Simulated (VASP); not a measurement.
# Ba2C (R-3m) in VASP: single point with r2SCAN

Aim: the single point of Ba2C with r2SCAN.

All numbers are computed with VASP 6.6.1; they aren't measurements. Logs are shortened: lines on timing, memory, paths and dates and some standing lists are left out, and cuts for length are marked.

### Step 1. The cell of the first run

The structure is trigonal, space group R-3m (No. 166). The conventional cell has a = 4.794 Å, b = 4.794 Å, c = 12.917 Å, α = 90.00°, β = 90.00°, γ = 120.00°. Within 3.9 Å of C (site symmetry -3m) lie 8 Ba at 2.98 to 3.21 Å. Ba (site symmetry 3m) has 4 C at 2.98 to 3.21 Å and 6 Ba at 3.49 to 3.53 Å within 3.9 Å.

### Step 2. Single point, r2SCAN (epitaxial 111 strain -3.3%)

Input file POSCAR:

```
Ba2C
1.0
    0.2262511394      3.6157780700      3.6157780700
    3.6157780700      0.2262511394      3.6157780700
    3.6157780700      3.6157780700      0.2262511394
C Ba
1 2
Direct
    0.0000000000      0.0000000000      0.0000000000
    0.2486867539      0.2486867539      0.2486867539
    0.7513132461      0.7513132461      0.7513132461
```

Input file INCAR.step1:

```
  PREC = Accurate
  ENCUT = 520
  ISMEAR = -1
  SIGMA = 0.02
  LREAL = False
  LASPH = True
  NELM = 100
  NBANDS = 19
  GGA = PE
  ALGO = Normal
  EDIFF = 1E-4
  LWAVE = True
  LCHARG = False
```

Input file INCAR.step2:

```
  PREC = Accurate
  ENCUT = 520
  EDIFF = 1E-7
  ISMEAR = -1
  SIGMA = 0.02
  LREAL = False
  LASPH = True
  NELM = 100
  ALGO = Normal
  ISIF = 2
  LWAVE = False
  LCHARG = False
  METAGGA = R2SCAN
  LMIXTAU = True
  NBANDS = 19
  ISTART = 1
```

Input file KPOINTS:

```
regular mesh
0
Gamma
  6 6 6
```

Potentials or basis: VASP PAW PBE potentials, release 64 (C, Ba_sv).

Command:

```sh
cat potpaw_PBE.64/C/POTCAR potpaw_PBE.64/Ba_sv/POTCAR > POTCAR
cp INCAR.step1 INCAR
mpirun -np 1 vasp_std > vasp.out
cp INCAR.step2 INCAR
mpirun -np 1 vasp_std > vasp.out
```

OUTCAR:

```text
PREC = Accurate
   ENCUT = 520
   EDIFF = 1E-7
   ISMEAR = -1
   LREAL = False
   LASPH = True
   NELM = 100
   ISIF = 2
   METAGGA = R2SCAN
   ISTART = 1

 ion  position               nearest neighbor table
   1  0.000  0.000  0.000-   3 2.98   2 2.98   3 2.98   3 2.98   2 2.98   2 2.98   3 3.21   2 3.21

   2  0.249  0.249  0.249-   1 2.98   1 2.98   1 2.98   1 3.21   3 3.49   3 3.49   3 3.49   3 3.53
                             3 3.53   3 3.53
   3  0.751  0.751  0.751-   1 2.98   1 2.98   1 2.98   1 3.21   2 3.49   2 3.49   2 3.49   2 3.53
                             2 3.53   2 3.53

  LATTYP: Found a trigonal (rhomboedric) cell.
 ALAT       =     5.1184852917
 COS(alpha) =     0.5614740901

  Lattice vectors:

 A1 = (   0.2262511394,   3.6157780700,   3.6157780700)
 A2 = (   3.6157780700,   0.2262511394,   3.6157780700)
 A3 = (   3.6157780700,   3.6157780700,   0.2262511394)

Analysis of symmetry for initial positions (statically):
=====================================================================
 Subroutine PRICEL returns:
 Original cell was already a primitive cell.

 Routine SETGRP: Setting up the symmetry group for a
 trigonal (rhombohedral) supercell.

 Subroutine GETGRP returns: Found 12 space group operations
 (whereof 12 operations were pure point group operations)
 out of a pool of 12 trial point group operations.

The static configuration has the point symmetry D_3d.

Analysis of symmetry for dynamics (positions and initial velocities):
=====================================================================
 Subroutine PRICEL returns:
 Original cell was already a primitive cell.

 Routine SETGRP: Setting up the symmetry group for a
 trigonal (rhombohedral) supercell.

 Subroutine GETGRP returns: Found 12 space group operations
 (whereof 12 operations were pure point group operations)
 out of a pool of 12 trial point group operations.

The dynamic configuration has the point symmetry D_3d.

 Subroutine INISYM returns: Found 12 space group operations
 (whereof 12 operations are pure point group operations),
 and found     1 'primitive' translations

----------------------------------------------------------------------------------------

                                     Primitive cell

  volume of cell :      85.6819

  direct lattice vectors                    reciprocal lattice vectors
     0.226251139  3.615778070  3.615778070    -0.151988391  0.143038030  0.143038030
     3.615778070  0.226251139  3.615778070     0.143038030 -0.151988391  0.143038030
     3.615778070  3.615778070  0.226251139     0.143038030  0.143038030 -0.151988391

  length of vectors
     5.118485292  5.118485292  5.118485292     0.253022187  0.253022187  0.253022187

  position of ions in fractional coordinates (direct lattice)
     0.000000000  0.000000000  0.000000000
     0.248686754  0.248686754  0.248686754
     0.751313246  0.751313246  0.751313246

  ion indices of the primitive-cell ions
   primitive index   ion index
                 1           1
                 2           2
                 3           3

----------------------------------------------------------------------------------------

 KPOINTS: regular mesh

Automatic generation of k-mesh.
 Grid dimensions read from file:
 generate k-points for:    6    6    6

 Generating k-lattice:

  Cartesian coordinates                     Fractional coordinates (reciprocal lattice)
    -0.025331398  0.023839672  0.023839672     0.166666667  0.000000000  0.000000000
     0.023839672 -0.025331398  0.023839672     0.000000000  0.166666667  0.000000000
     0.023839672  0.023839672 -0.025331398     0.000000000  0.000000000  0.166666667

  Length of vectors
     0.042170365  0.042170365  0.042170365

  Shift w.r.t. Gamma in fractional coordinates (k-lattice)
     0.000000000  0.000000000  0.000000000

 Subroutine IBZKPT returns following result:
 ===========================================

 Found     32 irreducible k-points:

 Following reciprocal coordinates:
            Coordinates               Weight
  0.000000  0.000000  0.000000      1.000000
  0.166667  0.000000  0.000000      6.000000
  0.333333  0.000000  0.000000      6.000000
  0.500000  0.000000  0.000000      3.000000
  0.166667  0.166667 -0.000000      6.000000
  0.333333  0.166667 -0.000000     12.000000
[... 16 lines left out ...]
  0.500000  0.500000  0.166667      6.000000
 -0.333333  0.500000  0.166667     12.000000
 [... further k-points ...]
   k-points           NKPTS =     32   k-points in BZ     NKDIM =     32   number of bands    NBANDS=     19
   number of dos      NEDOS =    301   number of ions     NIONS =      3
   total plane-waves  NPLWV =  64000
   dimension x,y,z NGX =    40 NGY =   40 NGZ =   40
   dimension x,y,z NGXF=    80 NGYF=   80 NGZF=   80
   ions per type =               1   2
   NGX,Y,Z   is equivalent  to a cutoff of  12.99, 12.99, 12.99 a.u.
   NGXF,Y,Z  is equivalent  to a cutoff of  25.98, 25.98, 25.98 a.u.
 SYSTEM =  unknown system
   PREC   = accura    normal or accurate (medium, high low for compatibility)
   ISTART =      1    job   : 0-new  1-cont  2-samecut
   ICHARG =      0    charge: 1-file 2-atom 10-const
   ISPIN  =      1    spin polarized calculation?
   LNONCOLLINEAR =      F non collinear calculations
   LSORBIT =      F    spin-orbit coupling
   LASPH  =      T    aspherical Exc in radial PAW
   ENCUT  =  520.0 eV  38.22 Ry    6.18 a.u.   9.52  9.52  9.52*2*pi/ulx,y,z
   NELM   =    100;   NELMIN=  2; NELMDL=  0     # of ELM steps
   EDIFF  = 0.1E-06   stopping-criterion for ELM
   LREAL  =      F    real-space projection
   EDIFFG = 0.1E-05   stopping-criterion for IOM
   NSW    =      0    number of steps for IOM
   IBRION =     -1    ionic relax: 0-MD 1-quasi-New 2-CG
   NFREE  =      0    steps in history (QN), initial steepest desc. (CG)
   ISIF   =      2    stress and relaxation
   ISYM   =      2    0-nonsym 1-usesym 2-fastsym
   POTIM  = 0.5000    time-step for ionic-motion
   TEBEG  =    0.0;   TEEND  =   0.0 temperature during run
   PSTRESS=    0.0 pullay stress
   NELECT =      24.0000    total number of electrons
   NUPDOWN=      -1.0000    fix difference up-down
   EMIN   =  10.00;   EMAX   =-10.00  energy-range for DOS
   EFERMI =   0.00;   METHOD = LEGACY
   ISMEAR =    -1;   SIGMA  =   0.02  broadening in eV -4-tet -1-fermi 0-gaus
   EFERMI_NEDOS =   21; number of points for ismear=-14 and -15
   IALGO  =     38    algorithm
   IMIX   =      4    mixing-type and parameters
     AMIX     =   0.40;   BMIX     =  1.00
     AMIX_MAG =   1.60;   BMIX_MAG =  1.00
  volume/ion in A,a.u.               =      28.56       192.74
  Fermi-wavevector in a.u.,A,eV,Ry     =   1.071146  2.024173 15.610705  1.147354
  Thomas-Fermi vector in A             =   2.206878
   LORBIT       =      0    0 simple, 1 ext, 2 COOP (PROOUT), +10 PAW based schemes
   METAGGA = R2SCAN    functional components
   LHFCALC =     F    Hartree Fock is set to
   AEXX    =    0.0000 exact exchange contribution
   IVDW    =     0    specifies the selected vdW correction
   LEPSILON=     F    determine dielectric tensor
   LRPA    =     F    only Hartree local field effects (RPA)
 non-spin polarized calculation
  energy-cutoff  :      520.00
  volume of cell :       85.68
 maximum number of plane-waves:      2322
 NGX is ok and might be reduce to    40
   NGX = 19   NGY = 19   NGZ = 19

 number of electron      24.0000001 magnetization

 Free energy of the ion-electron system (eV)
  ---------------------------------------------------
  ext. energy  EPLUGINS =         0.00000000
  ---------------------------------------------------
  free energy    TOTEN  =       -60.88703452 eV

  energy without entropy =      -60.88691638  energy(sigma->0) =      -60.88697545

 E-fermi :   3.4705     XC(G=0):  -9.7462

 val. band max:        3.3806543233   @ k =   0.5000   0.5000  -0.0000
 cond. band min:       3.5684411076   @ k =  -0.3333   0.3333   0.3333
 fundamental gap:      0.1877867843
 Fermi energy:         3.4705385691

 k-point     1 :       0.0000    0.0000    0.0000
  band No.  band energies     occupation
      1     -25.8504      2.00000
      2     -25.1829      2.00000
      3     -11.1687      2.00000
      4     -10.8685      2.00000
      5     -10.8685      2.00000
      6      -9.7691      2.00000
[... 11 lines left out ...]
     18       8.5344      0.00000
     19      10.8394      0.00000

 k-point     2 :       0.1667    0.0000    0.0000
  band No.  band energies     occupation
      1     -25.8043      2.00000
      2     -25.2261      2.00000
      3     -11.0887      2.00000
      4     -10.8585      2.00000
      5     -10.8205      2.00000
      6      -9.9769      2.00000
[... 11 lines left out ...]
     18       8.3746      0.00000
     19      10.6193      0.00000

 k-point     3 :       0.3333    0.0000    0.0000
  band No.  band energies     occupation
      1     -25.6795      2.00000
      2     -25.3452      2.00000
      3     -10.8649      2.00000
      4     -10.8176      2.00000
      5     -10.6742      2.00000
      6     -10.3632      2.00000
[... 11 lines left out ...]
     18       7.8943      0.00000
     19       9.2881      0.00000

 k-point     4 :       0.5000    0.0000    0.0000
  band No.  band energies     occupation
      1     -25.5189      2.00000
      2     -25.5029      2.00000
      3     -10.7635      2.00000
      4     -10.6030      2.00000
      5     -10.5218      2.00000
      6     -10.4864      2.00000
[... 11 lines left out ...]
     18       7.8533      0.00000
     19       7.9718      0.00000

 k-point     5 :       0.1667    0.1667   -0.0000
  band No.  band energies     occupation
      1     -25.7932      2.00000
      2     -25.2367      2.00000
      3     -11.1734      2.00000
      4     -10.9548      2.00000
      5     -10.5889      2.00000
      6     -10.3468      2.00000
[... 11 lines left out ...]
     18       7.9992      0.00000
     19      10.0952      0.00000
[... 334 lines left out ...]
      2     -25.4989      2.00000
      3     -11.5010      2.00000
      4     -11.3368      2.00000
      5     -10.5288      2.00000
      6     -10.4509      2.00000
[... 11 lines left out ...]
     18       7.9887      0.00000
     19       8.5712      0.00000

 k-point    22 :      -0.1667    0.3333    0.1667
  band No.  band energies     occupation
      1     -25.6183      2.00000
      2     -25.3961      2.00000
      3     -11.3591      2.00000
      4     -11.2358      2.00000
      5     -10.8389      2.00000
      6     -10.1347      2.00000
[... 11 lines left out ...]
     18       8.6611      0.00000
     19       8.9451      0.00000

 k-point    23 :       0.5000    0.5000    0.1667
  band No.  band energies     occupation
      1     -25.6042      2.00000
      2     -25.4109      2.00000
      3     -11.6061      2.00000
      4     -11.2833      2.00000
      5     -11.0922      2.00000
      6      -9.6636      2.00000
[... 11 lines left out ...]
     18       8.0066      0.00000
     19       8.5876      0.00000

 k-point    24 :      -0.3333    0.5000    0.1667
  band No.  band energies     occupation
      1     -25.5605      2.00000
      2     -25.4491      2.00000
      3     -11.6791      2.00000
      4     -11.4071      2.00000
      5     -10.8950      2.00000
      6     -10.0312      2.00000
[... 11 lines left out ...]
     18       7.9851      0.00000
     19       8.8791      0.00000

 [... further k-points ...]
[... 5 lines left out ...]
  --------------------------------------------------------------------------------------
  -------------------------------------------------------------------------------------
  Total        0.9432609      0.9432609      0.9432609     -0.0842025     -0.0842025     -0.0842025
  in kB       17.6381512     17.6381512     17.6381512     -1.5745137     -1.5745137     -1.5745137
  external PRESSURE =      17.6381512 kB  Pullay stress =       0.0000000 kB

 VOLUME and BASIS-vectors are now :
 -----------------------------------------------------------------------------
  energy-cutoff  :      520.00
  volume of cell :       85.68
      direct lattice vectors                 reciprocal lattice vectors
     0.226251139  3.615778070  3.615778070    -0.151988391  0.143038030  0.143038030
     3.615778070  0.226251139  3.615778070     0.143038030 -0.151988391  0.143038030
     3.615778070  3.615778070  0.226251139     0.143038030  0.143038030 -0.151988391

 POSITION                                       TOTAL-FORCE (eV/Angst)
 -----------------------------------------------------------------------------------
      0.00000      0.00000      0.00000         0.000000     -0.000000     -0.000000
      1.85466      1.85466      1.85466        -0.020237     -0.020237     -0.020237
      5.60315      5.60315      5.60315         0.020237      0.020237      0.020237
 -----------------------------------------------------------------------------------
    total drift:                               -0.000000     -0.000000      0.000000

  FREE ENERGIE OF THE ION-ELECTRON SYSTEM (eV)
  ---------------------------------------------------
  free  energy   TOTEN  =       -60.8870345210 eV

  energy  without entropy=      -60.8869163778  energy(sigma->0) =      -60.88697545
```

It took 4.2 min on 1 thread of Intel Xeon Platinum 8259CL at 2.50GHz (Skylake/Cascade Lake), shared host; peak memory 0.28 GiB.

Results:

```yaml
Free_energy: -60.8870 eV
Pressure: 1.8 GPa
Largest_force: 0.035 eV/Å
Band_gap_on_the_k_mesh: 0.19 eV, indirect (least direct gap 0.24 eV)
```

Forces on the atoms (eV/Å):
```
C    0.000  0.000  0.000
Ba  -0.020 -0.020 -0.020
Ba   0.020  0.020  0.020
```

Stress tensor (GPa, compression positive):
```
 1.76 -0.16 -0.16
-0.16  1.76 -0.16
-0.16 -0.16  1.76
```

Levels at points of the mesh, in eV from the valence-band top:
```
           k point  band 10  band 11  band 12  band 13  band 14  band 15
(0.00, 0.00, 0.00)    -2.12    -1.83    -1.83     0.49     0.55     0.55
(0.50, 0.00, 0.00)    -0.83    -0.57    -0.39     1.37     2.28     2.94
(0.50, 0.50, 0.00)    -1.53    -0.04     0.00     0.24     1.65     1.99
(0.50, 0.50, 0.50)    -1.00    -0.81    -0.81     1.90     2.47     2.47
```

Caveat: the cell differs from its parent crystal (epitaxial 111 strain -3.3%); the PAW data sets were made with another functional, which shifts forces and pressure a little; spin-orbit coupling is left out, which moves the levels of the heavy elements. A k mesh can miss the band edges.
